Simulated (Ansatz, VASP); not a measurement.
## One calculation of Ta, two programs

```xyz
2
Lattice="-2.6455 2.6455 1.4037 2.6455 -2.6455 1.4037 2.6455 2.6455 -1.4037" Properties=species:S:1:pos:R:3 pbc="T T T"
Ta    0.0000    0.0000    0.0000
Ta    0.0000    2.6455    0.7018
```

Alike in both runs: functional PBE; k mesh 8 × 8 × 8; occupations gaussian, width 0.1 eV; no spin polarisation.

Ansatz relaxed the structure, and its values are those at the end. VASP's run is a single point on that final structure, the one shown.

|  | VASP | Ansatz |
| --- | --- | --- |
| version | VASP 6.6.1 | Ansatz 0.2.0 |
| potentials or method | VASP PAW PBE potentials, release 64 (Ta_pv), cutoff 520 eV | scalar-relativistic, plane waves, PAW |
| valence electrons in the cell | 22 | 26 |

```csv
,VASP,Ansatz,Ansatz less VASP
gap on the k mesh at the Fermi level (eV),none,none,-
pressure (GPa),0.1,0.0,-0.14
```

A gap of «none» marks a metal or a gap that the smearing closes. VASP's potentials hold 22 valence electrons a cell and Ansatz's 26, so a difference there can come from the potentials and not from the codes.

Spin-orbit coupling is off throughout.
